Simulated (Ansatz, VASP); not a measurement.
Two plane-wave programs on CaSe

File INCAR:

```
PREC = Accurate
ENCUT = 520
EDIFF = 1E-6
ISMEAR = 0
SIGMA = 0.05
LREAL = F
LASPH = T
NELM = 80
ALGO = Normal
ISIF = 2
LWAVE = F
LCHARG = F
NBANDS = 15
```

Contents of KPOINTS:

```
regular mesh
0
Gamma
  8 8 8
```

POSCAR

```
CaSe
1.0
    0.0369500000      2.9560000000      2.9560000000
    2.9929500000      0.0000000000      2.9929500000
    2.9560000000      2.9560000000      0.0369500000
Ca Se
1 1
Direct
    0.0000000000      0.0000000000      0.0000000000
    0.5000000000      0.5000000000      0.5000000000
```

Input for Ansatz:

```yaml
crystal:
  lattice:
    - [0.03695, 2.956, 2.956]
    - [2.99295, 0.0, 2.99295]
    - [2.956, 2.956, 0.03695]
  atoms:
    - { symbol: Ca, position: [0.0, 0.0, 0.0] }
    - { symbol: Se, position: [0.5, 0.5, 0.5] }
basis:
  ecutwfc: 420
kpoints:
  mp_grid: { grid: [8, 8, 8] }
hamiltonian:
  xc: lda
scf:
  occupations: { method: gaussian, width: 0.05 }
output:
  forces: true
  stress: true
  eigenvalues: true
```

Change from the starting cell: strain +0.0250 x Voigt [0, 0, 0, 0, 1, 0], atoms carried along.

Alike in both runs: task single point; functional LDA; k mesh 8 × 8 × 8; occupations gaussian, width 0.05 eV; no spin polarisation.

|  | VASP | Ansatz |
| --- | --- | --- |
| version | VASP 6.6.1 | Ansatz 0.2.0 |
| potentials or method | VASP PAW LDA potentials, release 64 (Ca_sv, Se), cutoff 520 eV | scalar-relativistic, plane waves, PAW |
| valence electrons in the cell | 16 | 26 |

|  | VASP | Ansatz | Ansatz less VASP |
| --- | --- | --- | --- |
| gap on the k mesh at the Fermi level (eV) | 1.78 | 1.80 | +0.016 |
| least direct gap on the mesh (eV) | 2.70 | 2.71 | +0.015 |
| pressure (GPa) | -2.9 | -3.1 | -0.23 |
| traceless stress, the component that is largest in VASP (GPa) | -0.70 | -0.70 | -0.005 |

LDA's correlation is that of Perdew and Zunger in VASP and of Perdew and Wang (1992) in Ansatz. VASP's potentials hold 16 valence electrons a cell and Ansatz's 26, so a difference there can come from the potentials and not from the codes.
